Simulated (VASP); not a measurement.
# PBr (P-1) in VASP: further runs, part 3 of 3

VASP 6.6.1.

### Step 6. Single point, r2SCAN

File POSCAR:

```
PBr
1.0
    4.9385630000      0.0000000000      0.0000000000
   -2.0623900000      5.1944970000      0.0000000000
   -0.6967810000     -0.6537650000      6.2332560000
Br P
2 2
Direct
    0.6657980000      0.8550130000      0.2427560000
    0.3342020000      0.1449870000      0.7572440000
    0.6407200000      0.4997570000      0.6318710000
    0.3592800000      0.5002430000      0.3681290000
```

File INCAR.step1:

```
SYSTEM = PBr
PREC     = Accurate       ! precision mode
ENCUT    = 520            ! plane-wave cutoff, eV
ISMEAR   = -1             ! smearing method
SIGMA    = 0.05           ! smearing width, eV
LREAL    = .FALSE.        ! projectors in reciprocal space
LASPH    = .TRUE.         ! aspherical terms in the spheres
NELM     = 80             ! most SCF steps
NBANDS   = 20             ! bands
GGA      = PE             ! functional
ALGO     = Normal         ! electronic algorithm
EDIFF    = 1E-4           ! SCF threshold, eV
LWAVE    = .TRUE.         ! write WAVECAR
LCHARG   = .FALSE.        ! write CHGCAR
```

File INCAR.step2:

```
SYSTEM = PBr
PREC     = Accurate       ! precision mode
ENCUT    = 520            ! plane-wave cutoff, eV
EDIFF    = 1E-7           ! SCF threshold, eV
ISMEAR   = -1             ! smearing method
SIGMA    = 0.05           ! smearing width, eV
LREAL    = .FALSE.        ! projectors in reciprocal space
LASPH    = .TRUE.         ! aspherical terms in the spheres
NELM     = 80             ! most SCF steps
ALGO     = Normal         ! electronic algorithm
ISIF     = 2              ! what is computed and relaxed
LWAVE    = .FALSE.        ! write WAVECAR
LCHARG   = .FALSE.        ! write CHGCAR
METAGGA  = R2SCAN         ! meta-GGA
LMIXTAU  = .TRUE.       
NBANDS   = 20             ! bands
ISTART   = 1
```

File KPOINTS:

```
regular mesh
0
G
  4 3 3
  0 0 0
```

Potentials or basis: VASP PAW PBE potentials, release 64 (Br, P).

Run with:

```console
$ cat potpaw_PBE.64/Br/POTCAR potpaw_PBE.64/P/POTCAR > POTCAR
$ cp INCAR.step1 INCAR
$ mpirun -np 1 vasp_std > vasp.out
$ cp INCAR.step2 INCAR
$ mpirun -np 1 vasp_std > vasp.out
```

OUTCAR:

```text
SYSTEM = PBr
   PREC = Accurate
   ENCUT = 520
   EDIFF = 1E-7
   ISMEAR = -1
   LREAL = .FALSE.
   LASPH = .TRUE.
   NELM = 80
   ISIF = 2
   METAGGA = R2SCAN
   ISTART = 1

 ion  position               nearest neighbor table
   1  0.666  0.855  0.243-   4 2.25
   2  0.334  0.145  0.757-   3 2.25
   3  0.641  0.500  0.632-   4 2.05   2 2.25
   4  0.359  0.500  0.368-   3 2.05   1 2.25

  LATTYP: Found a triclinic cell.
 ALAT       =    10.6206512695
 B/A-ratio  =     1.2981108736
 C/A-ratio  =     0.5937545491
 COS(alpha) =     0.0054841721
 COS(beta)  =     0.5716244624
 COS(gamma) =     0.8051544706

  Lattice vectors:

 A1 = (  -6.3041720000,   5.8482620000,  -6.2332560000)
 A2 = (  -9.0633430000,  10.3889940000,   0.0000000000)
 A3 = (   0.6967810000,   0.6537650000,  -6.2332560000)

Analysis of symmetry for initial positions (statically):
=====================================================================
[... 165 lines left out ...]
  ---------------------------------------------------
  free energy    TOTEN  =       -44.50691795 eV

  energy without entropy =      -44.50691794  energy(sigma->0) =      -44.50691794

 E-fermi :  -0.2120     XC(G=0):  -7.0819

 val. band max:       -1.1311678478   @ k =   0.0000   0.3333   0.3333
 cond. band min:       0.6836023478   @ k =   0.0000   0.3333   0.3333
 fundamental gap:      1.8147701956
 Fermi energy:        -0.2120483276

 k-point     1 :       0.0000    0.0000    0.0000
  band No.  band energies     occupation
      1     -16.6739      2.00000
      2     -16.2403      2.00000
      3     -12.3566      2.00000
      4      -8.3941      2.00000
      5      -5.0998      2.00000
      6      -4.9798      2.00000
[... 426 lines left out ...]
     19       6.8708      0.00000
     20       7.2379      0.00000

------------------------ aborting loop because EDIFF is reached ----------------------------------------

  FORCE on cell =-STRESS in cart. coord.  units (eV):
  Direction    XX          YY          ZZ          XY          YZ          ZX
  --------------------------------------------------------------------------------------
  -------------------------------------------------------------------------------------
  Total       -0.8280587     -0.8402243     -0.8810471     -0.2422246      0.2654210     -0.1479109
  in kB       -8.2968385     -8.4187337     -8.8277631     -2.4270000      2.6594188     -1.4820116
  external PRESSURE =      -8.5144451 kB  Pullay stress =       0.0000000 kB

 VOLUME and BASIS-vectors are now :
 -----------------------------------------------------------------------------
  energy-cutoff  :      520.00
  volume of cell :      159.90
      direct lattice vectors                 reciprocal lattice vectors
     4.938563000  0.000000000  0.000000000     0.202488052  0.080394566  0.031067067
    -2.062390000  5.194497000  0.000000000     0.000000000  0.192511421  0.020191250
    -0.696781000 -0.653765000  6.233256000     0.000000000  0.000000000  0.160429798

 POSITION                                       TOTAL-FORCE (eV/Angst)
 -----------------------------------------------------------------------------------
      1.35557      4.28266      1.51316        -0.077049     -0.236436      0.045770
      0.82382      0.25807      4.72010         0.077049      0.236436     -0.045770
      1.69327      2.18289      3.93861        -0.291691     -0.177461     -0.256394
      0.48613      2.35784      2.29464         0.291691      0.177461      0.256394
 -----------------------------------------------------------------------------------
    total drift:                               -0.000000      0.000000      0.000000

  FREE ENERGIE OF THE ION-ELECTRON SYSTEM (eV)
  ---------------------------------------------------
  free  energy   TOTEN  =       -44.5069179470 eV

  energy  without entropy=      -44.5069179410  energy(sigma->0) =      -44.50691794
```

Run time: 4.5 min. Hardware: 1 thread of Intel Xeon 8259CL, shared host; peak memory 0.32 GiB.

Results:

- Free energy: -44.5069 eV
- Pressure: -0.9 GPa
- Largest force: 0.427 eV/Å
- Band gap on the k mesh: 1.81 eV, direct

Forces in eV/Å, atoms in the order of the input:
```
Br  -0.077 -0.236  0.046
Br   0.077  0.236 -0.046
P   -0.292 -0.177 -0.256
P    0.292  0.177  0.256
```

Stress tensor (GPa, compression positive):
```
-0.83 -0.24 -0.15
-0.24 -0.84  0.27
-0.15  0.27 -0.88
```

Caveat: the PAW data sets were made with another functional, which shifts forces and pressure a little. r2SCAN opens gaps a little over a GGA but as a rule still falls short of measured ones.

### Step 7. The runs side by side

```csv
level,gap on the mesh (eV),pressure (GPa),largest force (eV/Å)
PBEsol,1.61,-0.8,0.26
RPBE,1.68,1.0,0.10
revPBE,1.67,0.8,0.10
BLYP,1.61,1.4,0.35
r2SCAN,1.81,-0.9,0.43
```

Alike in all rows: task single point; potentials or basis VASP PAW PBE potentials, release 64 (Br, P); no spin polarisation; cell as given; k mesh 4 × 3 × 3; cutoff (eV) 520; smearing fermi-dirac 0.05 eV.

On the cell as given the gap runs from 1.61 eV (BLYP) to 1.81 eV (r2SCAN). The pressure there spans -0.9 GPa (r2SCAN) to 1.4 GPa (BLYP); a positive pressure means that this level wants a larger cell, a negative one a smaller.

Caveats: the PAW data sets were made with another functional, which shifts forces and pressure a little.

Total energies depend on the potentials used, so only differences within one code and one set of settings carry meaning.
